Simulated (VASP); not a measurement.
# VGe (zincblende type) (F-43m) in VASP: further runs

VGe (zincblende type) is run at these levels: PBE; tasks: single point.

Program: VASP 6.6.1. These are calculated values, not measurements. Logs are shortened: lines on timing, memory, paths and dates and some standing lists are left out, and cuts for length are marked.

## 1. The cell of the first run

Symmetry: F-43m, No. 216, cubic system. The conventional cell has a = 4.136 Å, b = 4.136 Å, c = 4.136 Å, α = 90.00°, β = 90.00°, γ = 90.00°. Within 2.4 Å of V (site symmetry -43m) lie 4 Ge at 1.79 Å. Within 2.4 Å of Ge (site symmetry -43m) lie 4 V at 1.79 Å.

## 2. Single point, PBE (8.84 Å³/atom)

INCAR reads:

```
SYSTEM = VGe
PREC     = Accurate       ! precision mode
ENCUT    = 500            ! plane-wave cutoff, eV
EDIFF    = 1E-6           ! SCF threshold, eV
ISMEAR   = -1             ! smearing method
SIGMA    = 0.05           ! smearing width, eV
LREAL    = .FALSE.        ! projectors in reciprocal space
LASPH    = .TRUE.         ! aspherical terms in the spheres
NELM     = 120            ! most SCF steps
ALGO     = Normal         ! electronic algorithm
ISIF     = 2              ! what is computed and relaxed
LWAVE    = .FALSE.        ! write WAVECAR
LCHARG   = .FALSE.        ! write CHGCAR
GGA      = PE             ! functional
NBANDS   = 20             ! bands
GGA_COMPAT= .FALSE.
```

KPOINTS reads:

```
regular mesh
0
G
  13 13 13
  0 0 0
```

POSCAR reads:

```
VGe
1.0
    0.0000000000      2.0680544125      2.0680544125
    2.0680544125      0.0000000000      2.0680544125
    2.0680544125      2.0680544125      0.0000000000
V Ge
1 1
Direct
    0.0000000000      0.0000000000      0.0000000000
    0.2500000000      0.2500000000      0.2500000000
```

Potentials or basis: VASP PAW PBE potentials, release 64 (V_sv, Ge_d).

Launch:

```sh
cat potpaw_PBE.64/V_sv/POTCAR potpaw_PBE.64/Ge_d/POTCAR > POTCAR
mpirun -np 1 vasp_std > vasp.out
```

OUTCAR:

```text
SYSTEM = VGe
   PREC = Accurate
   ENCUT = 500
   EDIFF = 1E-6
   ISMEAR = -1
   LREAL = .FALSE.
   LASPH = .TRUE.
   NELM = 120
   ISIF = 2
   GGA = PE

 ion  position               nearest neighbor table
   1  0.000  0.000  0.000-   2 1.79   2 1.79   2 1.79   2 1.79
   2  0.250  0.250  0.250-   1 1.79   1 1.79   1 1.79   1 1.79

  LATTYP: Found a face centered cubic cell.
 ALAT       =     4.1361088250

  Lattice vectors:

 A1 = (   0.0000000000,   2.0680544125,   2.0680544125)
 A2 = (   2.0680544125,   0.0000000000,   2.0680544125)
 A3 = (   2.0680544125,   2.0680544125,   0.0000000000)

Analysis of symmetry for initial positions (statically):
=====================================================================
 Subroutine PRICEL returns:
 Original cell was already a primitive cell.

 Routine SETGRP: Setting up the symmetry group for a
 face centered cubic supercell.

 Subroutine GETGRP returns: Found 24 space group operations
 (whereof 24 operations were pure point group operations)
 out of a pool of 48 trial point group operations.

The static configuration has the point symmetry T_d .

Analysis of symmetry for dynamics (positions and initial velocities):
=====================================================================
 Subroutine PRICEL returns:
 Original cell was already a primitive cell.

 Routine SETGRP: Setting up the symmetry group for a
 face centered cubic supercell.

 Subroutine GETGRP returns: Found 24 space group operations
 (whereof 24 operations were pure point group operations)
 out of a pool of 48 trial point group operations.

The dynamic configuration has the point symmetry T_d .

 Subroutine INISYM returns: Found 24 space group operations
 (whereof 24 operations are pure point group operations),
 and found     1 'primitive' translations

----------------------------------------------------------------------------------------

                                     Primitive cell

  volume of cell :      17.6895

  direct lattice vectors                    reciprocal lattice vectors
     0.000000000  2.068054412  2.068054412    -0.241773136  0.241773136  0.241773136
     2.068054412  0.000000000  2.068054412     0.241773136 -0.241773136  0.241773136
     2.068054412  2.068054412  0.000000000     0.241773136  0.241773136 -0.241773136

  length of vectors
     2.924670598  2.924670598  2.924670598     0.418763355  0.418763355  0.418763355

  position of ions in fractional coordinates (direct lattice)
     0.000000000  0.000000000  0.000000000
     0.250000000  0.250000000  0.250000000

  ion indices of the primitive-cell ions
   primitive index   ion index
                 1           1
                 2           2

----------------------------------------------------------------------------------------

 KPOINTS: regular mesh

Automatic generation of k-mesh.
 Grid dimensions read from file:
 generate k-points for:   13   13   13

 Generating k-lattice:

  Cartesian coordinates                     Fractional coordinates (reciprocal lattice)
    -0.018597934  0.018597934  0.018597934     0.076923077  0.000000000  0.000000000
     0.018597934 -0.018597934  0.018597934     0.000000000  0.076923077  0.000000000
     0.018597934  0.018597934 -0.018597934     0.000000000  0.000000000  0.076923077

  Length of vectors
     0.032212566  0.032212566  0.032212566

  Shift w.r.t. Gamma in fractional coordinates (k-lattice)
     0.000000000  0.000000000  0.000000000

 Subroutine IBZKPT returns following result:
 ===========================================

 Found     84 irreducible k-points:

 Following reciprocal coordinates:
            Coordinates               Weight
  0.000000  0.000000  0.000000      1.000000
  0.076923  0.000000  0.000000      8.000000
  0.153846  0.000000  0.000000      8.000000
  0.230769  0.000000  0.000000      8.000000
  0.307692  0.000000  0.000000      8.000000
  0.384615  0.000000  0.000000      8.000000
[... 16 lines left out ...]
  0.384615  0.153846  0.000000     24.000000
  0.461538  0.153846  0.000000     24.000000
 [... further k-points ...]
   k-points           NKPTS =     84   k-points in BZ     NKDIM =     84   number of bands    NBANDS=     20
   number of dos      NEDOS =    301   number of ions     NIONS =      2
   total plane-waves  NPLWV =  13824
   dimension x,y,z NGX =    24 NGY =   24 NGZ =   24
   dimension x,y,z NGXF=    48 NGYF=   48 NGZF=   48
   ions per type =               1   1
   NGX,Y,Z   is equivalent  to a cutoff of  13.64, 13.64, 13.64 a.u.
   NGXF,Y,Z  is equivalent  to a cutoff of  27.28, 27.28, 27.28 a.u.
 SYSTEM =  VGe
   PREC   = accura    normal or accurate (medium, high low for compatibility)
   ISTART =      0    job   : 0-new  1-cont  2-samecut
   ICHARG =      2    charge: 1-file 2-atom 10-const
   ISPIN  =      1    spin polarized calculation?
   LNONCOLLINEAR =      F non collinear calculations
   LSORBIT =      F    spin-orbit coupling
   LASPH  =      T    aspherical Exc in radial PAW
   ENCUT  =  500.0 eV  36.75 Ry    6.06 a.u.   5.33  5.33  5.33*2*pi/ulx,y,z
   NELM   =    120;   NELMIN=  2; NELMDL= -5     # of ELM steps
   EDIFF  = 0.1E-05   stopping-criterion for ELM
   LREAL  =      F    real-space projection
   EDIFFG = 0.1E-04   stopping-criterion for IOM
   NSW    =      0    number of steps for IOM
   IBRION =     -1    ionic relax: 0-MD 1-quasi-New 2-CG
   NFREE  =      0    steps in history (QN), initial steepest desc. (CG)
   ISIF   =      2    stress and relaxation
   ISYM   =      2    0-nonsym 1-usesym 2-fastsym
   POTIM  = 0.5000    time-step for ionic-motion
   TEBEG  =    0.0;   TEEND  =   0.0 temperature during run
   PSTRESS=    0.0 pullay stress
   NELECT =      27.0000    total number of electrons
   NUPDOWN=      -1.0000    fix difference up-down
   EMIN   =  10.00;   EMAX   =-10.00  energy-range for DOS
   EFERMI =   0.00;   METHOD = LEGACY
   ISMEAR =    -1;   SIGMA  =   0.05  broadening in eV -4-tet -1-fermi 0-gaus
   EFERMI_NEDOS =   21; number of points for ismear=-14 and -15
   IALGO  =     38    algorithm
   IMIX   =      4    mixing-type and parameters
     AMIX     =   0.40;   BMIX     =  1.00
     AMIX_MAG =   1.60;   BMIX_MAG =  1.00
  volume/ion in A,a.u.               =       8.84        59.69
  Fermi-wavevector in a.u.,A,eV,Ry     =   1.884911  3.561965 48.339983  3.552889
  Thomas-Fermi vector in A             =   2.927516
   LORBIT       =      0    0 simple, 1 ext, 2 COOP (PROOUT), +10 PAW based schemes
   GGA     = PE    functional components
   LHFCALC =     F    Hartree Fock is set to
   AEXX    =    0.0000 exact exchange contribution
   IVDW    =     0    specifies the selected vdW correction
   LEPSILON=     F    determine dielectric tensor
   LRPA    =     F    only Hartree local field effects (RPA)
 non-spin polarized calculation
  energy-cutoff  :      500.00
  volume of cell :       17.69
 maximum number of plane-waves:       465
 NGX is ok and might be reduce to    24
   NGX = 11   NGY = 11   NGZ = 11

 number of electron      26.9999999 magnetization

 Free energy of the ion-electron system (eV)
  ---------------------------------------------------
  ext. energy  EPLUGINS =         0.00000000
  ---------------------------------------------------
  free energy    TOTEN  =         4.63915450 eV

  energy without entropy =        4.65266507  energy(sigma->0) =        4.64590979

 E-fermi :  16.4236     XC(G=0): -15.2177

 val. band max:       16.4008899976   @ k =   0.4615   0.3077   0.0000
 cond. band min:      16.4532953103   @ k =  -0.3077   0.3077   0.0769
 fundamental gap:      0.0524053127
 Fermi energy:        16.4236119635

 k-point     1 :       0.0000    0.0000    0.0000
  band No.  band energies     occupation
      1     -47.3797      2.00000
      2     -21.7661      2.00000
      3     -21.7661      2.00000
      4     -21.7661      2.00000
      5      -9.6976      2.00000
      6      -9.6976      2.00000
[... 12 lines left out ...]
     19      29.0502      0.00000
     20      34.0882      0.00000

 k-point     2 :       0.0769    0.0000    0.0000
  band No.  band energies     occupation
      1     -47.3741      2.00000
      2     -21.7886      2.00000
      3     -21.7654      2.00000
      4     -21.7654      2.00000
      5      -9.7000      2.00000
      6      -9.7000      2.00000
[... 12 lines left out ...]
     19      29.2252      0.00000
     20      33.4732      0.00000

 k-point     3 :       0.1538    0.0000    0.0000
  band No.  band energies     occupation
      1     -47.3589      2.00000
      2     -21.8508      2.00000
      3     -21.7639      2.00000
      4     -21.7639      2.00000
      5      -9.7044      2.00000
      6      -9.7044      2.00000
[... 12 lines left out ...]
     19      29.5780      0.00000
     20      32.9098      0.00000

 k-point     4 :       0.2308    0.0000    0.0000
  band No.  band energies     occupation
      1     -47.3373      2.00000
      2     -21.9359      2.00000
      3     -21.7620      2.00000
      4     -21.7620      2.00000
      5      -9.7039      2.00000
      6      -9.7039      2.00000
[... 12 lines left out ...]
     19      29.5546      0.00000
     20      32.8897      0.00000

 k-point     5 :       0.3077    0.0000    0.0000
  band No.  band energies     occupation
      1     -47.3143      2.00000
      2     -22.0231      2.00000
      3     -21.7599      2.00000
      4     -21.7599      2.00000
      5      -9.6934      2.00000
      6      -9.6934      2.00000
[... 12 lines left out ...]
     19      28.7245      0.00000
     20      32.9033      0.00000
[... 353 lines left out ...]
      6      -9.6555      2.00000
[... 12 lines left out ...]
     19      30.1168      0.00000
     20      32.4251      0.00000

 k-point    22 :       0.3077    0.1538    0.0000
  band No.  band energies     occupation
      1     -47.3154      2.00000
      2     -21.9851      2.00000
      3     -21.7805      2.00000
      4     -21.7710      2.00000
      5      -9.7685      2.00000
      6      -9.6439      2.00000
[... 12 lines left out ...]
     19      29.8067      0.00000
     20      33.0241      0.00000

 k-point    23 :       0.3846    0.1538    0.0000
  band No.  band energies     occupation
      1     -47.2955      2.00000
      2     -22.0448      2.00000
      3     -21.7926      2.00000
      4     -21.7687      2.00000
      5      -9.7543      2.00000
      6      -9.6347      2.00000
[... 12 lines left out ...]
     19      28.7977      0.00000
     20      34.3208      0.00000

 k-point    24 :       0.4615    0.1538    0.0000
  band No.  band energies     occupation
      1     -47.2806      2.00000
      2     -22.0849      2.00000
      3     -21.8068      2.00000
      4     -21.7653      2.00000
      5      -9.7371      2.00000
      6      -9.6459      2.00000
[... 12 lines left out ...]
     19      27.8677      0.00000
     20      34.3603      0.00000

 [... further k-points ...]

------------------------ aborting loop because EDIFF is reached ----------------------------------------

  FORCE on cell =-STRESS in cart. coord.  units (eV):
  Direction    XX          YY          ZZ          XY          YZ          ZX
  --------------------------------------------------------------------------------------
  -------------------------------------------------------------------------------------
  Total       46.4784109     46.4784109     46.4784109      0.0000000      0.0000000      0.0000000
  in kB     4209.6498510   4209.6498510   4209.6498510      0.0000000      0.0000000      0.0000000
  external PRESSURE =    4209.6498510 kB  Pullay stress =       0.0000000 kB

 VOLUME and BASIS-vectors are now :
 -----------------------------------------------------------------------------
  energy-cutoff  :      500.00
  volume of cell :       17.69
      direct lattice vectors                 reciprocal lattice vectors
     0.000000000  2.068054412  2.068054412    -0.241773136  0.241773136  0.241773136
     2.068054412  0.000000000  2.068054412     0.241773136 -0.241773136  0.241773136
     2.068054412  2.068054412  0.000000000     0.241773136  0.241773136 -0.241773136

 POSITION                                       TOTAL-FORCE (eV/Angst)
 -----------------------------------------------------------------------------------
      0.00000      0.00000      0.00000         0.000000      0.000000      0.000000
      1.03403      1.03403      1.03403        -0.000000     -0.000000     -0.000000
 -----------------------------------------------------------------------------------
    total drift:                               -0.000002     -0.000002     -0.000002

  FREE ENERGIE OF THE ION-ELECTRON SYSTEM (eV)
  ---------------------------------------------------
  free  energy   TOTEN  =         4.6391545024 eV

  energy  without entropy=        4.6526650702  energy(sigma->0) =        4.64590979
```

It took 13 s on 1 thread of Intel Xeon Platinum 8559C (Emerald Rapids), shared host; peak memory 0.16 GiB.

What came out:

```yaml
Free_energy: 4.6392 eV
Pressure: 421.0 GPa
Band_gap_on_the_k_mesh: zero (an odd number of electrons rules out a gap without spin polarisation)
```

Levels at points of the mesh, in eV from the Fermi level:
```
           k point  band 10  band 11  band 12  band 13  band 14  band 15  band 16  band 17  band 18  band 19
(0.00, 0.00, 0.00)   -14.08    -3.93    -3.93    -3.93     0.18     0.18    12.55    12.63    12.63    12.63
```

Caveat: atoms lie so close that the PAW spheres overlap strongly, which falsifies energies and pressures; the cell stands under pressure.

## 3. Single point, PBE (13.27 Å³/atom)

This run uses another cell than the first one, of 13.27 Å³/atom.

INCAR reads:

```
SYSTEM = VGe
PREC     = Accurate       ! precision mode
ENCUT    = 500            ! plane-wave cutoff, eV
EDIFF    = 1E-6           ! SCF threshold, eV
ISMEAR   = -1             ! smearing method
SIGMA    = 0.05           ! smearing width, eV
LREAL    = .False.        ! projectors in reciprocal space
LASPH    = .True.         ! aspherical terms in the spheres
NELM     = 120            ! most SCF steps
ALGO     = Normal         ! electronic algorithm
ISIF     = 2              ! what is computed and relaxed
LWAVE    = .False.        ! write WAVECAR
LCHARG   = .False.        ! write CHGCAR
GGA      = PE             ! functional
NBANDS   = 20             ! bands
GGA_COMPAT= .False.
```

KPOINTS reads:

```
Automatic mesh
0
Gamma
  13 13 13
  0 0 0
```

POSCAR reads:

```
VGe
1.0
    0.0000000000      2.3673313404      2.3673313404
    2.3673313404      0.0000000000      2.3673313404
    2.3673313404      2.3673313404      0.0000000000
V Ge
1 1
Direct
    0.0000000000      0.0000000000      0.0000000000
    0.2500000000      0.2500000000      0.2500000000
```

Potentials or basis: VASP PAW PBE potentials, release 64 (V_sv, Ge_d).

Launch:

```sh
cat potpaw_PBE.64/V_sv/POTCAR potpaw_PBE.64/Ge_d/POTCAR > POTCAR
mpirun -np 1 vasp_std > vasp.out
```

OUTCAR:

```text
SYSTEM = VGe
   PREC = Accurate
   ENCUT = 500
   EDIFF = 1E-6
   ISMEAR = -1
   LREAL = .False.
   LASPH = .True.
   NELM = 120
   ISIF = 2
   GGA = PE

 ion  position               nearest neighbor table
   1  0.000  0.000  0.000-   2 2.05   2 2.05   2 2.05   2 2.05
   2  0.250  0.250  0.250-   1 2.05   1 2.05   1 2.05   1 2.05

  LATTYP: Found a face centered cubic cell.
 ALAT       =     4.7346626808

  Lattice vectors:

[... 737 lines left out ...]

------------------------ aborting loop because EDIFF is reached ----------------------------------------

  FORCE on cell =-STRESS in cart. coord.  units (eV):
  Direction    XX          YY          ZZ          XY          YZ          ZX
  --------------------------------------------------------------------------------------
  -------------------------------------------------------------------------------------
  Total       17.6342411     17.6342411     17.6342411      0.0000000      0.0000000      0.0000000
  in kB     1064.7808148   1064.7808148   1064.7808148      0.0000000      0.0000000      0.0000000
  external PRESSURE =    1064.7808148 kB  Pullay stress =       0.0000000 kB

 VOLUME and BASIS-vectors are now :
 -----------------------------------------------------------------------------
  energy-cutoff  :      500.00
  volume of cell :       26.53
      direct lattice vectors                 reciprocal lattice vectors
     0.000000000  2.367331340  2.367331340    -0.211208288  0.211208288  0.211208288
     2.367331340  0.000000000  2.367331340     0.211208288 -0.211208288  0.211208288
     2.367331340  2.367331340  0.000000000     0.211208288  0.211208288 -0.211208288

 POSITION                                       TOTAL-FORCE (eV/Angst)
 -----------------------------------------------------------------------------------
      0.00000      0.00000      0.00000         0.000000      0.000000      0.000000
      1.18367      1.18367      1.18367        -0.000000     -0.000000     -0.000000
 -----------------------------------------------------------------------------------
    total drift:                                0.000002      0.000002      0.000001

  FREE ENERGIE OF THE ION-ELECTRON SYSTEM (eV)
  ---------------------------------------------------
  free  energy   TOTEN  =        -7.7892031695 eV

  energy  without entropy=       -7.7685398331  energy(sigma->0) =       -7.77887150
```

OSZICAR:

```text
N       E                     dE             d eps       ncg     rms          rms(c)
DAV:   1     0.210593916952E+03    0.21059E+03   -0.13421E+04  3860   0.324E+03
DAV:   2     0.857855996967E+01   -0.20202E+03   -0.19613E+03  3380   0.552E+02
DAV:   3    -0.864678036632E+01   -0.17225E+02   -0.17014E+02  3652   0.128E+02
DAV:   4    -0.899443328746E+01   -0.34765E+00   -0.34740E+00  3672   0.199E+01
DAV:   5    -0.899933353138E+01   -0.49002E-02   -0.49001E-02  3684   0.269E+00    0.283E+01
DAV:   6    -0.815804160661E+01    0.84129E+00   -0.83269E+00  3928   0.357E+01    0.582E+00
DAV:   7    -0.784863786517E+01    0.30940E+00   -0.27883E+00  3732   0.199E+01    0.933E+00
DAV:   8    -0.779084732279E+01    0.57791E-01   -0.23320E-01  3752   0.484E+00    0.565E-01
DAV:   9    -0.778934493275E+01    0.15024E-02   -0.13198E-02  3536   0.130E+00    0.189E-01
DAV:  10    -0.778925805408E+01    0.86879E-04   -0.96017E-04  4152   0.305E-01    0.855E-02
DAV:  11    -0.778920221380E+01    0.55840E-04   -0.18944E-04  3528   0.168E-01    0.230E-02
DAV:  12    -0.778920316949E+01   -0.95569E-06   -0.47408E-06  3732   0.270E-02
   1 F= -.77892032E+01 E0= -.77788715E+01  d E =-.206633E-01
```

stdout:

```text
POSCAR found type information on POSCAR V Ge
 POSCAR found :  2 types and       2 ions
 scaLAPACK will be used
 LDA part: xc-table for (Slater+PW92), standard interpolation
 POSCAR, INCAR and KPOINTS ok, starting setup
 FFT: planning ... GRIDC
 FFT: planning ... GRID_SOFT
 FFT: planning ... GRID
 WAVECAR not read
 entering main loop
```

Run time: 13 s. Hardware: 1 thread of Intel Xeon Platinum 8559C (Emerald Rapids), shared host; peak memory 0.17 GiB.

Results:

```
Free energy            : -7.7892 eV
Pressure               : 106.5 GPa
Band gap on the k mesh : zero (an odd number of electrons rules out a gap without spin polarisation)
```

Caveat: the cell stands under pressure.

(Continued in part 2 of 2.)
